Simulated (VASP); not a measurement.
# MnS (Fm-3m) in VASP: settings compared

MnS is run at these levels: PBE+U, revPBE+D4+U, r2SCAN+rVV10+U, r2SCAN+U; tasks: single point.

Program: VASP 6.6.1. These are calculated values, not measurements. Logs are shortened: lines on timing, memory, paths and dates and some standing lists are left out, and cuts for length are marked.

## (1) The cell of the first run

It takes space group Fm-3m (No. 225, cubic). The conventional cell has a = 5.209 Å, b = 5.209 Å, c = 5.209 Å, α = 90.00°, β = 90.00°, γ = 90.00°. Mn (site symmetry m-3m) has 6 S at 2.60 Å within 3.4 Å. Within 3.4 Å of S (site symmetry m-3m) lie 6 Mn at 2.60 Å.

## (2) Single point, PBE+U, collinear spin, ferromagnetic start

Input file INCAR:

```
SYSTEM = MnS
ALGO     = Normal         ! electronic algorithm
EDIFF    = 1E-6           ! SCF threshold, eV
ENCUT    = 520            ! plane-wave cutoff, eV
GGA      = PE             ! functional
ISIF     = 2              ! what is computed and relaxed
ISMEAR   = -1             ! smearing method
ISPIN    = 2              ! spin polarisation
LASPH    = .True.         ! aspherical terms in the spheres
LCHARG   = .True.         ! write CHGCAR
LDAU     = .True.         ! DFT+U
LDAUJ    = 0 0          
LDAUL    = 2 -1           ! shell
LDAUPRINT= 1            
LDAUTYPE = 2            
LDAUU    = 6.2 0          ! U, eV
LELF     = .True.         ! ELF
LMAXMIX  = 4              ! l up to which the mixer works
LORBIT   = 11             ! projections on sites
LREAL    = .False.        ! projectors in reciprocal space
LVHAR    = .True.       
LWAVE    = .False.        ! write WAVECAR
MAGMOM   = 5.01 0.08      ! initial moments
NBANDS   = 20             ! bands
NELM     = 150            ! most SCF steps
PREC     = Accurate       ! precision mode
SIGMA    = 0.15           ! smearing width, eV
```

Input file KPOINTS:

```
k-points
0
Gamma
  9 9 9
  0 0 0
```

Input file POSCAR:

```
MnS
1.0
    0.0000000000      2.6045000000      2.6045000000
    2.6045000000      0.0000000000      2.6045000000
    2.6045000000      2.6045000000      0.0000000000
Mn S
1 1
Direct
    0.0000000000      0.0000000000      0.0000000000
    0.5000000000      0.5000000000      0.5000000000
```

Potentials or basis: VASP PAW PBE potentials, release 64 (Mn_pv, S).

Started as:

```console
$ cat potpaw_PBE.64/Mn_pv/POTCAR potpaw_PBE.64/S/POTCAR > POTCAR
$ mpirun -np 1 vasp_std > vasp.out
```

OUTCAR:

```text
SYSTEM = MnS
   EDIFF = 1E-6
   ENCUT = 520
   GGA = PE
   ISIF = 2
   ISMEAR = -1
   ISPIN = 2
   LASPH = .True.
   LORBIT = 11
   LREAL = .False.
   NELM = 150
   PREC = Accurate

 ion  position               nearest neighbor table
   1  0.000  0.000  0.000-   2 2.60   2 2.60   2 2.60   2 2.60   2 2.60   2 2.60
   2  0.500  0.500  0.500-   1 2.60   1 2.60   1 2.60   1 2.60   1 2.60   1 2.60

  LATTYP: Found a face centered cubic cell.
 ALAT       =     5.2090000000

  Lattice vectors:

 A1 = (   0.0000000000,   2.6045000000,   2.6045000000)
 A2 = (   2.6045000000,   0.0000000000,   2.6045000000)
 A3 = (   2.6045000000,   2.6045000000,   0.0000000000)

Analysis of symmetry for initial positions (statically):
=====================================================================
 Subroutine PRICEL returns:
 Original cell was already a primitive cell.

 Routine SETGRP: Setting up the symmetry group for a
 face centered cubic supercell.

 Subroutine GETGRP returns: Found 48 space group operations
 (whereof 48 operations were pure point group operations)
 out of a pool of 48 trial point group operations.

The static configuration has the point symmetry O_h .

Analysis of symmetry for dynamics (positions and initial velocities):
=====================================================================
 Subroutine PRICEL returns:
 Original cell was already a primitive cell.

 Routine SETGRP: Setting up the symmetry group for a
 face centered cubic supercell.

 Subroutine GETGRP returns: Found 48 space group operations
 (whereof 48 operations were pure point group operations)
 out of a pool of 48 trial point group operations.

The dynamic configuration has the point symmetry O_h .

Analysis of structural, dynamic, and magnetic symmetry:
=====================================================================
 Subroutine PRICEL returns:
 Original cell was already a primitive cell.

 Routine SETGRP: Setting up the symmetry group for a
 face centered cubic supercell.

 Subroutine GETGRP returns: Found 48 space group operations
 (whereof 48 operations were pure point group operations)
 out of a pool of 48 trial point group operations.

The overall configuration has the point symmetry O_h .

 Subroutine INISYM returns: Found 48 space group operations
 (whereof 48 operations are pure point group operations),
 and found     1 'primitive' translations

----------------------------------------------------------------------------------------

                                     Primitive cell

  volume of cell :      35.3348

  direct lattice vectors                    reciprocal lattice vectors
     0.000000000  2.604500000  2.604500000    -0.191975427  0.191975427  0.191975427
     2.604500000  0.000000000  2.604500000     0.191975427 -0.191975427  0.191975427
     2.604500000  2.604500000  0.000000000     0.191975427  0.191975427 -0.191975427

  length of vectors
     3.683319223  3.683319223  3.683319223     0.332511194  0.332511194  0.332511194

  position of ions in fractional coordinates (direct lattice)
     0.000000000  0.000000000  0.000000000
     0.500000000  0.500000000  0.500000000

  ion indices of the primitive-cell ions
   primitive index   ion index
                 1           1
                 2           2

----------------------------------------------------------------------------------------

 KPOINTS: k-points

Automatic generation of k-mesh.
 Grid dimensions read from file:
 generate k-points for:    9    9    9

[... 57 lines left out ...]
   ISPIN  =      2    spin polarized calculation?
   LNONCOLLINEAR =      F non collinear calculations
   LSORBIT =      F    spin-orbit coupling
   LASPH  =      T    aspherical Exc in radial PAW
   ENCUT  =  520.0 eV  38.22 Ry    6.18 a.u.   6.85  6.85  6.85*2*pi/ulx,y,z
   NELM   =    150;   NELMIN=  2; NELMDL= -5     # of ELM steps
   EDIFF  = 0.1E-05   stopping-criterion for ELM
   LREAL  =      F    real-space projection
   EDIFFG = 0.1E-04   stopping-criterion for IOM
   NSW    =      0    number of steps for IOM
   IBRION =     -1    ionic relax: 0-MD 1-quasi-New 2-CG
   NFREE  =      0    steps in history (QN), initial steepest desc. (CG)
   ISIF   =      2    stress and relaxation
   ISYM   =      2    0-nonsym 1-usesym 2-fastsym
   POTIM  = 0.5000    time-step for ionic-motion
   TEBEG  =    0.0;   TEEND  =   0.0 temperature during run
   PSTRESS=    0.0 pullay stress
   NELECT =      19.0000    total number of electrons
   NUPDOWN=      -1.0000    fix difference up-down
   EMIN   =  10.00;   EMAX   =-10.00  energy-range for DOS
   EFERMI =   0.00;   METHOD = LEGACY
   ISMEAR =    -1;   SIGMA  =   0.15  broadening in eV -4-tet -1-fermi 0-gaus
   EFERMI_NEDOS =   21; number of points for ismear=-14 and -15
   IALGO  =     38    algorithm
   IMIX   =      4    mixing-type and parameters
     AMIX     =   0.40;   BMIX     =  1.00
     AMIX_MAG =   1.60;   BMIX_MAG =  1.00
  volume/ion in A,a.u.               =      17.67       119.23
  Fermi-wavevector in a.u.,A,eV,Ry     =   1.331246  2.515690 24.112464  1.772216
  Thomas-Fermi vector in A             =   2.460272
   LORBIT       =     11    0 simple, 1 ext, 2 COOP (PROOUT), +10 PAW based schemes
 LDA+U is selected, type is set to LDAUTYPE =  2
   angular momentum for each species LDAUL =     2   -1
   U (eV)           for each species LDAUU =   6.2  0.0
   J (eV)           for each species LDAUJ =   0.0  0.0
   GGA     = PE    functional components
   LHFCALC =     F    Hartree Fock is set to
   AEXX    =    0.0000 exact exchange contribution
   IVDW    =     0    specifies the selected vdW correction
   LEPSILON=     F    determine dielectric tensor
   LRPA    =     F    only Hartree local field effects (RPA)
 spin polarized calculation
  energy-cutoff  :      520.00
  volume of cell :       35.33
 maximum number of plane-waves:       963
   NGX = 13   NGY = 13   NGZ = 13

atom =   1  type =  1  l = 2

 onsite density matrix

spin component  1

  0.9411 -0.0000  0.0000 -0.0000 -0.0000
 -0.0000  0.9411 -0.0000 -0.0000  0.0000
  0.0000 -0.0000  0.9632 -0.0000  0.0000
 -0.0000 -0.0000 -0.0000  0.9411 -0.0000
 -0.0000  0.0000  0.0000 -0.0000  0.9632

spin component  2

  0.0119 -0.0000 -0.0000 -0.0000 -0.0000
 -0.0000  0.0119 -0.0000 -0.0000 -0.0000
 -0.0000 -0.0000  0.0612  0.0000 -0.0000
 -0.0000 -0.0000  0.0000  0.0119  0.0000
 -0.0000 -0.0000 -0.0000  0.0000  0.0612

 occupancies and eigenvectors

  o =  0.0119  v =  0.0000  0.0000  0.0000  0.0000  0.0000 -0.0095 -0.7447 -0.0000 -0.6674  0.0000      0.0000  0.0000  0.0000  0.0000  0.0000  0.0000  0.0000  0.0000  0.0000  0.0000
  o =  0.0119  v =  0.0000  0.0000  0.0000  0.0000  0.0000 -0.0013  0.6674  0.0000 -0.7447  0.0000      0.0000  0.0000  0.0000  0.0000  0.0000  0.0000  0.0000  0.0000  0.0000  0.0000
  o =  0.0119  v =  0.0000  0.0000  0.0000  0.0000  0.0000  1.0000 -0.0062  0.0000 -0.0074  0.0000      0.0000  0.0000  0.0000  0.0000  0.0000  0.0000  0.0000  0.0000  0.0000  0.0000
  o =  0.0612  v =  0.0000  0.0000  0.0000  0.0000  0.0000 -0.0000 -0.0000  1.0000 -0.0000  0.0068      0.0000  0.0000  0.0000  0.0000  0.0000  0.0000  0.0000  0.0000  0.0000  0.0000
  o =  0.0612  v =  0.0000  0.0000  0.0000  0.0000  0.0000  0.0000  0.0000  0.0068 -0.0000 -1.0000      0.0000  0.0000  0.0000  0.0000  0.0000  0.0000  0.0000  0.0000  0.0000  0.0000
  o =  0.9411  v =  1.0000  0.0000  0.0000  0.0000  0.0000  0.0000  0.0000  0.0000  0.0000  0.0000      0.0000  0.0000  0.0000  0.0000  0.0000  0.0000  0.0000  0.0000  0.0000  0.0000
  o =  0.9411  v =  0.0000  0.8713 -0.0000  0.4907 -0.0000  0.0000  0.0000  0.0000  0.0000  0.0000      0.0000  0.0000  0.0000  0.0000  0.0000  0.0000  0.0000  0.0000  0.0000  0.0000
  o =  0.9411  v =  0.0000  0.4907  0.0000 -0.8713  0.0000  0.0000  0.0000  0.0000  0.0000  0.0000      0.0000  0.0000  0.0000  0.0000  0.0000  0.0000  0.0000  0.0000  0.0000  0.0000
  o =  0.9632  v =  0.0000  0.0000  0.0174 -0.0000 -0.9998  0.0000  0.0000  0.0000  0.0000  0.0000      0.0000  0.0000  0.0000  0.0000  0.0000  0.0000  0.0000  0.0000  0.0000  0.0000
  o =  0.9632  v =  0.0000  0.0000 -0.9998 -0.0000 -0.0174  0.0000  0.0000  0.0000  0.0000  0.0000      0.0000  0.0000  0.0000  0.0000  0.0000  0.0000  0.0000  0.0000  0.0000  0.0000

 number of electron      18.9999989 magnetization       4.9993741

 Free energy of the ion-electron system (eV)
  ---------------------------------------------------
  ext. energy  EPLUGINS =         0.00000000
  ---------------------------------------------------
  free energy    TOTEN  =       -12.48491803 eV

  energy without entropy =      -12.48403586  energy(sigma->0) =      -12.48447694

 E-fermi :   6.9770     XC(G=0): -10.5896

 val. band max:        6.1687663764   @ k =  -0.3333   0.1111   0.0000
 cond. band min:       7.5325794067   @ k =   0.4444   0.4444   0.0000
 fundamental gap:      1.3638130303
 Fermi energy:         6.9769608542

 spin component 1

 k-point     1 :       0.0000    0.0000    0.0000
  band No.  band energies     occupation
      1     -44.2848      1.00000
      2     -44.2848      1.00000
      3     -44.2848      1.00000
      4      -7.6766      1.00000
      5       0.5246      1.00000
      6       0.5246      1.00000
[... 1097 lines left out ...]
     19      21.8833      0.00000
     20      22.1471      0.00000

 [... further k-points ...]
[... 5 lines left out ...]
  --------------------------------------------------------------------------------------
  -------------------------------------------------------------------------------------
  Total        1.2808960      1.2808960      1.2808960      0.0000000      0.0000000      0.0000000
  in kB       58.0792983     58.0792983     58.0792983      0.0000000      0.0000000      0.0000000
  external PRESSURE =      58.0792983 kB  Pullay stress =       0.0000000 kB

 VOLUME and BASIS-vectors are now :
 -----------------------------------------------------------------------------
  energy-cutoff  :      520.00
  volume of cell :       35.33
      direct lattice vectors                 reciprocal lattice vectors
     0.000000000  2.604500000  2.604500000    -0.191975427  0.191975427  0.191975427
     2.604500000  0.000000000  2.604500000     0.191975427 -0.191975427  0.191975427
     2.604500000  2.604500000  0.000000000     0.191975427  0.191975427 -0.191975427

 POSITION                                       TOTAL-FORCE (eV/Angst)
 -----------------------------------------------------------------------------------
      0.00000      0.00000      0.00000         0.000000     -0.000000      0.000000
      2.60450      2.60450      2.60450        -0.000000      0.000000     -0.000000
 -----------------------------------------------------------------------------------
    total drift:                               -0.000000      0.000000      0.000000

  FREE ENERGIE OF THE ION-ELECTRON SYSTEM (eV)
  ---------------------------------------------------
  free  energy   TOTEN  =       -12.4849180296 eV

  energy  without entropy=      -12.4840358603  energy(sigma->0) =      -12.48447694

 total charge

# of ion       s       p       d       tot
------------------------------------------
    1        0.219   6.173   4.890  11.283
    2        1.320   2.480   0.000   3.799
--------------------------------------------------
tot          1.539   8.653   4.890  15.082

 magnetization (x)

# of ion       s       p       d       tot
------------------------------------------
    1        0.047   0.037   4.581   4.665
    2        0.017   0.036   0.000   0.054
--------------------------------------------------
tot          0.064   0.074   4.581   4.719
```

Wall time 47 s (1 thread of Intel Xeon Platinum 8259CL at 2.50GHz (Skylake/Cascade Lake), shared host); peak memory 0.19 GiB.

What came out:

```
Free energy                                           : -12.4849 eV
Pressure                                              : 5.8 GPa
Band gap on the k mesh                                : 1.36 eV (least direct gap 3.27 eV)
Net moment                                            : 5.00 μB per cell
Site moments                                          : Mn +4.67; S +0.05 μB
Valence electrons inside the program's atomic spheres : Mn 11.28; S 3.80
```

Levels at points of the mesh, in eV from the valence-band top:
Spin up:
| k point | band 9 | band 10 | band 11 | band 12 | band 13 | band 14 | band 15 | band 16 |
| --- | --- | --- | --- | --- | --- | --- | --- | --- |
| (0.00, 0.00, 0.00) | -5.56 | -1.11 | -1.11 | -1.11 | 2.30 | 8.65 | 8.65 | 8.65 |
Spin down:
| k point | band 4 | band 5 | band 6 | band 7 | band 8 | band 9 | band 10 | band 11 |
| --- | --- | --- | --- | --- | --- | --- | --- | --- |
| (0.00, 0.00, 0.00) | -13.61 | -0.97 | -0.97 | -0.97 | 3.09 | 3.09 | 3.09 | 3.19 |

Eigenvalues of the final occupation matrices:
```csv
site,spin,trace,eigenvalues
site 1 d,1,4.75,0.94 0.94 0.94 0.96 0.96
site 1 d,2,0.16,0.01 0.01 0.01 0.06 0.06
```

Caveat: the cell stands under pressure; an odd mesh through Γ misses points on the zone boundary, where band edges can lie; a cell with one magnetic atom can't hold antiferromagnetic order, which such compounds often take.

## (3) Single point, PBE+U, collinear spin, ferromagnetic start

Input file INCAR:

```
PREC     = Accurate       # precision mode
ENCUT    = 520            # plane-wave cutoff, eV
EDIFF    = 1E-7           # SCF threshold, eV
ISMEAR   = -1             # smearing method
SIGMA    = 0.05           # smearing width, eV
LREAL    = False          # projectors in reciprocal space
LASPH    = True           # aspherical terms in the spheres
NELM     = 150            # most SCF steps
ALGO     = Normal         # electronic algorithm
ISIF     = 2              # what is computed and relaxed
LWAVE    = False          # write WAVECAR
LCHARG   = False          # write CHGCAR
ISPIN    = 2              # spin polarisation
MAGMOM   = 4 0            # initial moments
LORBIT   = 11             # projections on sites
LMAXMIX  = 4              # l up to which the mixer works
LDAU     = True           # DFT+U
LDAUTYPE = 2            
LDAUL    = 2 -1           # shell
LDAUU    = 6.2 0          # U, eV
LDAUJ    = 0 0          
LDAUPRINT= 1            
GGA      = PE             # functional
NBANDS   = 20             # bands
```

Input file KPOINTS:

```
Automatic mesh
0
Gamma
  9 9 9
```

POSCAR is that of step 2.

Potentials or basis: VASP PAW PBE potentials, release 64 (Mn_pv, S).

Started as:

```console
$ cat potpaw_PBE.64/Mn_pv/POTCAR potpaw_PBE.64/S/POTCAR > POTCAR
$ mpirun -np 1 vasp_std > vasp.out
```

Run time: 48 s. Hardware: 1 thread of Intel Xeon Platinum 8259CL at 2.50GHz (Skylake/Cascade Lake), shared host; peak memory 0.19 GiB.

The run converged. Its results:

| Property | Result |
| --- | --- |
| Free energy | -12.4848 eV |
| Pressure | 5.9 GPa |
| Band gap on the k mesh | 1.36 eV (least direct gap 3.27 eV) |
| Net moment | 5.00 μB per cell |
| Site moments | Mn +4.67; S +0.05 μB |
| Valence electrons inside the program's atomic spheres | Mn 11.28; S 3.80 |

Levels at points of the mesh, in eV from the valence-band top:
Spin up:
```tsv
k point	band 8	band 9	band 10	band 11	band 12	band 13	band 14	band 15	band 16	band 17
(0.00, 0.00, 0.00)	-5.56	-5.56	-1.11	-1.11	-1.11	2.30	8.65	8.65	8.65	11.11
```
Spin down:
| k point | band 4 | band 5 | band 6 | band 7 | band 8 | band 9 | band 10 | band 11 |
| --- | --- | --- | --- | --- | --- | --- | --- | --- |
| (0.00, 0.00, 0.00) | -13.61 | -0.97 | -0.97 | -0.97 | 3.09 | 3.09 | 3.09 | 3.19 |

Eigenvalues of the final occupation matrices:
| site | spin | trace | eigenvalues |
| --- | --- | --- | --- |
| site 1 d | 1 | 4.75 | 0.94 0.94 0.94 0.96 0.96 |
| site 1 d | 2 | 0.16 | 0.01 0.01 0.01 0.06 0.06 |

Caveat: the cell stands under pressure; an odd mesh through Γ misses points on the zone boundary, where band edges can lie; a cell with one magnetic atom can't hold antiferromagnetic order, which such compounds often take. The state reached can hang on the start; a lower one may exist.

## (4) Single point, revPBE+D4+U, collinear spin, ferromagnetic start (18.37 Å³/atom)

This run uses another cell than the first one, of 18.37 Å³/atom.

Input file INCAR:

```
PREC = Accurate
ENCUT = 520
EDIFF = 1E-6
ISMEAR = -1
SIGMA = 0.025
LREAL = False
LASPH = True
NELM = 150
ALGO = Normal
ISIF = 2
LWAVE = False
LCHARG = False
ISPIN = 2
MAGMOM = 4 0
LORBIT = 11
LMAXMIX = 4
LDAU = True
LDAUTYPE = 2
LDAUL = 2 -1
LDAUU = 3 0
LDAUJ = 0 0
LDAUPRINT = 1
GGA = RE
IVDW = 13
NBANDS = 20
```

KPOINTS is that of step 3.

Input file POSCAR:

```
MnS
1.0
    0.0000000000      2.6387736672      2.6387736672
    2.6387736672      0.0000000000      2.6387736672
    2.6387736672      2.6387736672      0.0000000000
Mn S
1 1
Direct
    0.0000000000      0.0000000000      0.0000000000
    0.5000000000      0.5000000000      0.5000000000
```

Started as:

```console
$ cat potpaw_PBE.64/Mn_pv/POTCAR potpaw_PBE.64/S/POTCAR > POTCAR
$ mpirun -np 1 vasp_std > vasp.out
```

Run time: 45 s. Hardware: 1 thread of Intel Xeon Platinum 8259CL at 2.50GHz (Skylake/Cascade Lake), shared host; peak memory 0.19 GiB.

It converged, with:

```
Free energy                                           : -14.1025 eV
Pressure                                              : -3.7 GPa
Band gap on the k mesh                                : 0.63 eV (least direct gap 2.42 eV)
Net moment                                            : 5.00 μB per cell
Site moments                                          : Mn +4.58; S +0.09 μB
Valence electrons inside the program's atomic spheres : Mn 11.24; S 3.78
Dispersion energy per atom                            : -0.693 eV
```

Levels at points of the mesh, in eV from the valence-band top:
Spin up:
```
           k point  band 9  band 10  band 11  band 12  band 13  band 14  band 15  band 16
(0.00, 0.00, 0.00)   -4.45    -1.39    -1.39    -1.39     1.81     8.57     8.57     8.57
```
Spin down:
```
           k point  band 4  band 5  band 6  band 7  band 8  band 9  band 10  band 11
(0.00, 0.00, 0.00)  -13.62   -1.22   -1.22   -1.22    1.88    1.88     1.92     1.92
```

Eigenvalues of the final occupation matrices:
| site | spin | trace | eigenvalues |
| --- | --- | --- | --- |
| site 1 d | 1 | 4.70 | 0.93 0.93 0.93 0.95 0.95 |
| site 1 d | 2 | 0.20 | 0.01 0.01 0.01 0.08 0.08 |

Caveat: the cell stands under tension; semilocal functionals underestimate gaps, and a narrow one can read as zero; the PAW data sets were made with another functional, which shifts forces and pressure a little; an odd mesh through Γ misses points on the zone boundary, where band edges can lie; a cell with one magnetic atom can't hold antiferromagnetic order, which such compounds often take.

(Continued in part 2 of 2.)

The gap in the log of VASP goes by the Fermi energy; the results here count the filled bands.